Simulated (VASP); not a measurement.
# SiNi3 (Pm-3m) in VASP: notebook, part 2 of 2

VASP 6.6.1.

### 3 Relaxation of cell and atoms, PBEsol, collinear spin, ferromagnetic start, target pressure 5 GPa, at which the enthalpy is minimised

File INCAR:

```
ALGO = Normal ; EDIFF = 1E-6
EDIFFG = -0.01 ; ENCUT = 600
GGA = PS ; IBRION = 2
ISIF = 3 ; ISMEAR = -1
ISPIN = 2 ; LASPH = True
LCHARG = False ; LMAXMIX = 4
LORBIT = 11 ; LREAL = False
LWAVE = False ; MAGMOM = 1 1 1 0
NELM = 150 ; NSW = 80
PREC = Accurate ; PSTRESS = 50.0
SIGMA = 0.05
```

File KPOINTS:

```
k-points
0
Gamma
  8 8 8
```

File POSCAR:

```
SiNi3
1.0
    3.5420000000      0.0000000000      0.0000000000
    0.0000000000      3.5420000000      0.0000000000
    0.0000000000      0.0000000000      3.5420000000
Ni Si
3 1
Direct
    0.5000000000      0.5000000000      0.0000000000
    0.5000000000      0.0000000000      0.5000000000
    0.0000000000      0.5000000000      0.5000000000
    0.0000000000      0.0000000000      0.0000000000
```

Potentials or basis: VASP PAW PBE potentials, release 64 (Ni, Si).

Command:

```bash
> cat potpaw_PBE.64/Ni/POTCAR potpaw_PBE.64/Si/POTCAR > POTCAR
> mpirun -np 1 vasp_std > vasp.out
```

OUTCAR:

```text
EDIFF = 1E-6
   EDIFFG = -0.01
   ENCUT = 600
   GGA = PS
   IBRION = 2
   ISIF = 3
   ISMEAR = -1
   ISPIN = 2
   LASPH = True
   LORBIT = 11
   LREAL = False
   NELM = 150
   NSW = 80
   PREC = Accurate
   PSTRESS = 50.0

 ion  position               nearest neighbor table
   1  0.500  0.500  0.000-   2 2.50   3 2.50   4 2.50   2 2.50   3 2.50   2 2.50   4 2.50   2 2.50
                             3 2.50   4 2.50   3 2.50   4 2.50
   2  0.500  0.000  0.500-   1 2.50   3 2.50   4 2.50   1 2.50   4 2.50   1 2.50   3 2.50   1 2.50
                             3 2.50   4 2.50   4 2.50   3 2.50
   3  0.000  0.500  0.500-   1 2.50   2 2.50   4 2.50   1 2.50   4 2.50   2 2.50   4 2.50   4 2.50
                             1 2.50   2 2.50   1 2.50   2 2.50
   4  0.000  0.000  0.000-   1 2.50   2 2.50   3 2.50   2 2.50   3 2.50   1 2.50   3 2.50   3 2.50
                             1 2.50   2 2.50   2 2.50   1 2.50

  LATTYP: Found a simple cubic cell.
 ALAT       =     3.5420000000

[... 338 lines left out ...]
 fundamental gap:      0.0815123365
 Fermi energy:        11.3943818398

 spin component 1

 k-point     1 :       0.0000    0.0000    0.0000
  band No.  band energies     occupation
      1      -0.9993      1.00000
      2       6.1301      1.00000
      3       6.9678      1.00000
      4       6.9678      1.00000
      5       7.5271      1.00000
      6       7.5271      1.00000
[... 613 lines left out ...]
     22      18.8551      0.00000
     23      19.9178      0.00000

 [... further k-points ...]

 spin component 2

 k-point     1 :       0.0000    0.0000    0.0000
  band No.  band energies     occupation
      1      -0.9993      1.00000
      2       6.1301      1.00000
      3       6.9678      1.00000
      4       6.9678      1.00000
      5       7.5271      1.00000
      6       7.5271      1.00000
[... 650 lines left out ...]
  energy  without entropy=      -26.2712307609  energy(sigma->0) =      -26.27974176

  enthalpy is  TOTEN    =       -25.0190156268 eV   P V=        1.2692371291

 reached required accuracy - stopping structural energy minimisation

 total charge

# of ion       s       p       d       tot
------------------------------------------
    1        0.516   0.639   8.447   9.602
    2        0.516   0.639   8.447   9.602
    3        0.516   0.639   8.447   9.602
    4        0.729   0.853   0.000   1.582
--------------------------------------------------
tot          2.278   2.769  25.341  30.387

 magnetization (x)

# of ion       s       p       d       tot
------------------------------------------
    1        0.000  -0.000  -0.000  -0.000
    2        0.000  -0.000  -0.000  -0.000
    3        0.000  -0.000  -0.000  -0.000
    4        0.000   0.000   0.000   0.000
--------------------------------------------------
tot          0.000   0.000  -0.000  -0.000
```

Wall time 5.8 min (1 thread of Intel Xeon 8259CL, shared host); peak memory 0.22 GiB.

Results:

```yaml
Free_energy: -26.2883 eV
Relaxed_volume: 10.17 Å³/atom
Relaxed_cell: a = 3.439 Å, b = 3.439 Å, c = 3.439 Å, α = 90.00°, β = 90.00°, γ = 90.00°
Space_group_after_relaxing_to_0.1_Å: Pm-3m (No. 221)
Energy_change_on_relaxing_the_run_minimises_the_enthalpy: -31.7 meV/atom
Ionic_steps: 4
Pressure_after_relaxing: 4.9 GPa
Band_gap_on_the_k_mesh: zero (filled and empty bands overlap)
Net_moment: 0.00 μB per cell
Valence_electrons_inside_the_program's_atomic_spheres: Ni 9.60; Si 1.58
```

The path:
| step | energy change (eV) | largest force (eV/Å) | pressure (GPa) | volume (Å³) |
| --- | --- | --- | --- | --- |
| 1 | 0.0000 | 0.0000 | -13.98 | 44.44 |
| 2 | 0.4268 | 0.0000 | 40.98 | 36.50 |
| 3 | -0.1288 | 0.0000 | 4.49 | 40.74 |
| 4 | -0.1268 | 0.0000 | 4.89 | 40.67 |

Final structure:
```xyz
4
Lattice="3.4390 0.0000 0.0000 0.0000 3.4390 0.0000 0.0000 0.0000 3.4390" Properties=species:S:1:pos:R:3 pbc="T T T"
Ni    1.7195    1.7195    0.0000
Ni    1.7195    0.0000    1.7195
Ni    0.0000    1.7195    1.7195
Si    0.0000    0.0000    0.0000
```

Levels at points of the mesh, in eV from the Fermi level:
Spin up:
```
           k point  band 14  band 15  band 16  band 17  band 18  band 19  band 20  band 21
(0.00, 0.00, 0.00)    -0.66    -0.66    -0.31     0.04     0.04     0.04     5.40     6.60
(0.50, 0.00, 0.00)    -1.40    -1.24    -0.59     0.04     3.86     3.86     5.39     5.39
(0.50, 0.50, 0.00)    -1.55    -1.20    -1.10    -1.04     0.72     0.72     5.99     6.63
(0.50, 0.50, 0.50)    -1.35    -1.35    -0.55    -0.22    -0.22    -0.22     1.49     4.27
```
Spin down:
```tsv
k point	band 13	band 14	band 15	band 16	band 17	band 18	band 19	band 20	band 21	band 22
(0.00, 0.00, 0.00)	-0.95	-0.66	-0.66	-0.31	0.04	0.04	0.04	5.40	6.60	6.60
(0.50, 0.00, 0.00)	-1.43	-1.40	-1.24	-0.59	0.04	3.86	3.86	5.39	5.39	5.64
(0.50, 0.50, 0.00)	-1.56	-1.55	-1.20	-1.10	-1.04	0.72	0.72	5.99	6.63	7.88
(0.50, 0.50, 0.50)	-1.56	-1.35	-1.35	-0.55	-0.22	-0.22	-0.22	1.49	4.27	4.27
```

Caveat: the cell is relaxed towards a set pressure, so the run minimises the enthalpy, not the energy; the moments typed at the start vanished in this run; the PAW data sets were made with another functional, which shifts forces and pressure a little.

### 4 Relaxation of cell and atoms, PBEsol, collinear spin, ferromagnetic start, target pressure 10 GPa, at which the enthalpy is minimised

File INCAR:

```
SYSTEM = SiNi3
PREC = Accurate
ENCUT = 600
EDIFF = 1E-6
ISMEAR = -1
SIGMA = 0.05
LREAL = .FALSE.
LASPH = .TRUE.
NELM = 150
ALGO = Normal
ISIF = 3
LWAVE = .FALSE.
LCHARG = .FALSE.
ISPIN = 2
MAGMOM = 1 1 1 0
LORBIT = 11
LMAXMIX = 4
GGA = PS
IBRION = 2
NSW = 80
EDIFFG = -0.01
PSTRESS = 100.0
```

File KPOINTS:

```
regular mesh
0
G
  8 8 8
  0 0 0
```

POSCAR is that of step 3.

Command:

```bash
> cat potpaw_PBE.64/Ni/POTCAR potpaw_PBE.64/Si/POTCAR > POTCAR
> mpirun -np 1 vasp_std > vasp.out
```

Wall time 9 min (1 thread of Intel Xeon 8259CL, shared host); peak memory 0.23 GiB.

It converged, with:

```yaml
Free_energy: -26.2531 eV
Relaxed_volume: 9.98 Å³/atom
Relaxed_cell: a = 3.417 Å, b = 3.417 Å, c = 3.417 Å, α = 90.00°, β = 90.00°, γ = 90.00°
Space_group_after_relaxing_to_0.1_Å: Pm-3m (No. 221)
Energy_change_on_relaxing_the_run_minimises_the_enthalpy: -22.9 meV/atom
Ionic_steps: 7
Pressure_after_relaxing: 10.1 GPa
Band_gap_on_the_k_mesh: zero (filled and empty bands overlap)
Net_moment: 0.00 μB per cell
Valence_electrons_inside_the_program's_atomic_spheres: Ni 9.65; Si 1.59
```

Step by step:
| step | energy change (eV) | largest force (eV/Å) | pressure (GPa) | volume (Å³) |
| --- | --- | --- | --- | --- |
| 1 | 0.0000 | 0.0000 | -13.98 | 44.44 |
| 2 | 1.0653 | 0.0000 | 66.45 | 34.58 |
| 3 | -0.1010 | 0.0000 | 8.94 | 40.07 |
| 4 | -0.0938 | 0.0000 | 9.75 | 39.94 |
| 5 | -0.0883 | 0.0000 | 10.43 | 39.86 |
| 6 | -0.0969 | 0.0000 | 9.42 | 39.99 |
| 7 | -0.0916 | 0.0000 | 10.06 | 39.91 |

Final structure:
```cif
data_structure
_symmetry_space_group_name_H-M 'P 1'
_symmetry_Int_Tables_number 1
_cell_length_a 3.4173
_cell_length_b 3.4173
_cell_length_c 3.4173
_cell_angle_alpha 90.000
_cell_angle_beta 90.000
_cell_angle_gamma 90.000
_cell_volume 39.91
loop_
_atom_site_label
_atom_site_type_symbol
_atom_site_fract_x
_atom_site_fract_y
_atom_site_fract_z
_atom_site_occupancy
Ni1 Ni 0.50000 0.50000 0.00000 1
Ni2 Ni 0.50000 0.00000 0.50000 1
Ni3 Ni 0.00000 0.50000 0.50000 1
Si1 Si 0.00000 0.00000 0.00000 1
```

Levels at points of the mesh, in eV from the Fermi level:
Spin up:
```tsv
k point	band 14	band 15	band 16	band 17	band 18	band 19	band 20	band 21
(0.00, 0.00, 0.00)	-0.68	-0.68	-0.32	0.04	0.04	0.04	5.59	6.70
(0.50, 0.00, 0.00)	-1.44	-1.28	-0.60	0.04	3.94	3.94	5.44	5.44
(0.50, 0.50, 0.00)	-1.59	-1.24	-1.13	-1.07	0.74	0.74	6.12	6.73
(0.50, 0.50, 0.50)	-1.39	-1.39	-0.59	-0.22	-0.22	-0.22	1.59	4.36
```
Spin down:
```csv
k point,band 14,band 15,band 16,band 17,band 18,band 19,band 20,band 21
"(0.00, 0.00, 0.00)",-0.68,-0.68,-0.32,0.04,0.04,0.04,5.59,6.70
"(0.50, 0.00, 0.00)",-1.44,-1.28,-0.60,0.04,3.94,3.94,5.44,5.44
"(0.50, 0.50, 0.00)",-1.59,-1.24,-1.13,-1.07,0.74,0.74,6.12,6.73
"(0.50, 0.50, 0.50)",-1.39,-1.39,-0.59,-0.22,-0.22,-0.22,1.59,4.36
```

Caveat: the cell is relaxed towards a set pressure, so the run minimises the enthalpy, not the energy; the moments typed at the start vanished in this run; the PAW data sets were made with another functional, which shifts forces and pressure a little.

### 5 Summary

| level | cell | gap on the mesh (eV) | pressure (GPa) | moment (μB) |
| --- | --- | --- | --- | --- |
| PBE | relaxed to 5 GPa | none | 4.9 | 0.00 |
| PBEsol | relaxed to 5 GPa | none | 4.9 | 0.00 |
| PBEsol | relaxed to 10 GPa | none | 10.1 | 0.00 |

Alike in all rows: task relaxation of cell and atoms; potentials or basis VASP PAW PBE potentials, release 64 (Ni, Si); spin collinear, ferromagnetic start; k mesh 8 × 8 × 8; cutoff (eV) 600; smearing fermi-dirac 0.05 eV.

Caveats: the cell is relaxed towards a set pressure, so the run minimises the enthalpy, not the energy; the moments typed at the start vanished in this run; the PAW data sets were made with another functional, which shifts forces and pressure a little (at least some runs).

Total energies depend on the potentials used, so only differences within one code and one set of settings carry meaning.

The gap in the log of VASP goes by the Fermi energy; the results here count the filled bands.